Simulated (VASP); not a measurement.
Set up this calculation in VASP 6.6.1, as the native input.

```
Task                   : single point
Functional             : PBE
Potentials or basis    : VASP PAW PBE potentials, release 64 (Y_sv, N)
Cutoff                 : 520 eV
k mesh                 : 8 × 8 × 8
Occupations            : gaussian, width 0.1 eV
Spin                   : no spin polarisation
Dipole correction      : no
Further INCAR settings : ALGO = Normal; EDIFF = 1e-07; NBANDS = 32
```

The structure of Y4N lies in POSCAR:

```
Y4N
1.0
    4.9783324696      0.0000000000      0.0000000000
    0.0000000000      4.9783324696      0.0000000000
    0.0000000000      0.0000000000      4.9783324696
Y N
4 1
Direct
    0.0000000000      0.5000000000      0.5000000000
    0.5000000000      0.5000000000      0.0000000000
    0.5000000000      0.0000000000      0.5000000000
    0.0000000000      0.0000000000      0.0000000000
    0.5000000000      0.5000000000      0.5000000000
```

One way to write it, as run:

INCAR

```
PREC = Accurate
ENCUT = 520
EDIFF = 1E-7
ISMEAR = 0
SIGMA = 0.1
LREAL = False
LASPH = True
NELM = 100
ALGO = Normal
ISIF = 2
LWAVE = False
LCHARG = False
GGA = PE
NBANDS = 32
```

KPOINTS

```
regular mesh
0
Gamma
  8 8 8
```

Potentials or basis: VASP PAW PBE potentials, release 64 (Y_sv, N).

Command:

```bash
$ cat potpaw_PBE.64/Y_sv/POTCAR potpaw_PBE.64/N/POTCAR > POTCAR
$ mpirun -np 1 vasp_std > vasp.out
```

Results of the run:

| Item | Value |
| --- | --- |
| Pressure | -0.1 GPa |

It took 2.8 min on 1 thread of Intel(R) Xeon(R) Platinum 8259CL CPU @ 2.50GHz (Skylake/Cascade Lake), with other jobs on the host, peak memory 0.32 GiB.
